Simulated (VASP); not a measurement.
CaO, 2 atoms in the cell. Symmetry: Fm-3m, No. 225, cubic system. Conventional cell: a = 4.732 Å, b = 4.732 Å, c = 4.732 Å, α = 90.00°, β = 90.00°, γ = 90.00°. Within 3.1 Å of Ca (site symmetry m-3m) lie 6 O at 2.37 Å. O (site symmetry m-3m) has 6 Ca at 2.37 Å within 3.1 Å.  This cell differs from its parent crystal: volume scaled by 0.94.

```yaml
Program: VASP 6.6.1
Task: single point
Functional: PBE
Potentials_or_basis: VASP PAW PBE potentials, release 64 (Ca_sv, O)
Cutoff: 520 eV
k_mesh: 8 × 8 × 8
Occupations: gaussian, width 0.02 eV
Spin: no spin polarisation
Dipole_correction: no
Further_INCAR_settings: ALGO = Normal; EDIFF = 1e-07; NBANDS = 15
```

Potentials or basis: VASP PAW PBE potentials, release 64 (Ca_sv, O).

Command:

```bash
$ cat potpaw_PBE.64/Ca_sv/POTCAR potpaw_PBE.64/O/POTCAR > POTCAR
$ mpirun -np 1 vasp_std > vasp.out
```

Hardware: 1 thread of Intel(R) Xeon(R) Platinum 8488C (Sapphire Rapids), with other jobs on the host.

**Question.** How long does it take, and how much memory?

**Answer.** Run time: 9.9 s on 1 thread of Intel(R) Xeon(R) Platinum 8488C (Sapphire Rapids) (shared host), peak memory 0.15 GiB. Counts: scf iterations 14, k points 29.
